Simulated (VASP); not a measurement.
Runs of VASP 6.6.1 on Al. The structure is that of space group Fm-3m (No. 225), or close to it. The cells are those of the table. 

```csv
task,level,cell,cutoff (eV),k mesh for the DOS,occupations for the DOS,gap on the mesh (eV),pressure (GPa)
single point,PBEsol,"a = 2.636 Å, angles 60.0°, 1 atom",520,-,-,none,30.1
single point,PBEsol,"a = 2.839 Å, angles 60.0°, 1 atom",520,-,-,none,(a)
single point,PBEsol,"a = 2.447 Å, angles 60.0°, 1 atom",520,-,-,none,95.9
single point,PBEsol,"a = 2.176 Å, angles 60.0°, 1 atom",520,-,-,none,(b)
single point,PBEsol,"a = 2.781 Å, angles 60.0°, 1 atom",520,-,-,none,5.9
single point,PBEsol,"a = 2.721 Å, angles 60.0°, 1 atom",520,-,-,none,14.0
single point,PBEsol+D4,"a = 2.176 Å, angles 60.0°, 1 atom",500,-,-,none,335.6
```

Alike in all rows: potentials or basis VASP PAW PBE potentials, release 64 (Al); no spin polarisation; k mesh 18 × 18 × 18; smearing fermi-dirac 0.08 eV.

Task: Estimate the missing entries.

Result: (a) 0.0; (b) 343.4.

Caveats: the PAW data sets were made with another functional, which shifts forces and pressure a little; pairwise dispersion overbinds metals, which lowers pressure and volume (some runs).

A gap of «none» marks levels without a gap at the run's occupations.
